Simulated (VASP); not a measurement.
Input of a VASP 6.6.1 run:

File INCAR:

```
SYSTEM = Al7P8C
ALGO = Normal ; EDIFF = 1E-6
ENCUT = 520 ; GGA = PS
ISIF = 2 ; ISMEAR = -1
IVDW = 13 ; LASPH = .True.
LCHARG = .False. ; LREAL = Auto
LWAVE = .False. ; NBANDS = 46
NELECT = 64.0 ; NELM = 80
PREC = Accurate ; SIGMA = 0.05
```

Contents of KPOINTS:

```
Automatic mesh
0
Gamma
  2 2 2
  0.5 0.5 0.5
```

File POSCAR:

```
Al7P8C
1.0
   10.9400000000      0.0000000000      0.0000000000
    0.0000000000      5.4700000000      0.0000000000
    0.0000000000      0.0000000000      5.4700000000
Al P C
7 8 1
Direct
    0.0016700000      0.0152600000      0.0080130000
    0.4968720000      0.9618000000      0.9994900000
    0.2457640000      0.4976390000      0.9793480000
    0.7420630000      0.5133840000      0.9673940000
    0.2427570000      0.0081210000      0.4823180000
    0.7542110000      0.0029470000      0.4967690000
    0.0002710000      0.5042660000      0.4832370000
    0.1116020000      0.2561240000      0.2386460000
    0.6306160000      0.2449430000      0.2585190000
    0.3861790000      0.7361260000      0.2519710000
    0.8688210000      0.7358420000      0.2601830000
    0.3714900000      0.2446850000      0.7845560000
    0.8677820000      0.2746660000      0.7572930000
    0.1181380000      0.7468860000      0.7466910000
    0.6346290000      0.7435830000      0.7240990000
    0.4955570000      0.5052070000      0.4967080000
```

Potentials or basis: VASP PAW PBE potentials, release 64 (Al, P, C).

The run is started by

```console
$ cat potpaw_PBE.64/Al/POTCAR potpaw_PBE.64/P/POTCAR potpaw_PBE.64/C/POTCAR > POTCAR
$ mpirun -np 1 vasp_std > vasp.out
```

Q: Estimate the dispersion energy per atom.

A: -0.176 eV.

Q: Estimate the largest force.

A: 3.887 eV/Å.

Forces on the atoms (eV/Å):
```
Al  -1.972 -1.472 -1.096
Al   1.963  1.407 -0.514
Al  -0.426  0.784  1.397
Al   0.435 -0.772  2.735
Al   0.588 -0.224  0.729
Al   0.671  0.542  0.262
Al  -0.723 -0.110  1.190
P    2.258  0.420  0.413
P   -2.106  1.372 -0.479
P   -0.774 -1.998  2.272
P    0.007  1.078 -1.647
P    1.013 -0.237 -2.891
P    1.362 -1.704 -0.694
P    0.492  0.873 -0.176
P   -3.677  0.071 -1.259
C    0.890 -0.030 -0.242
```

Caveat: the k points lie up to 0.57 Å⁻¹ apart; the cell carries a net charge on a neutralising background, which shifts energy and pressure; the PAW data sets were made with another functional, which shifts forces and pressure a little.
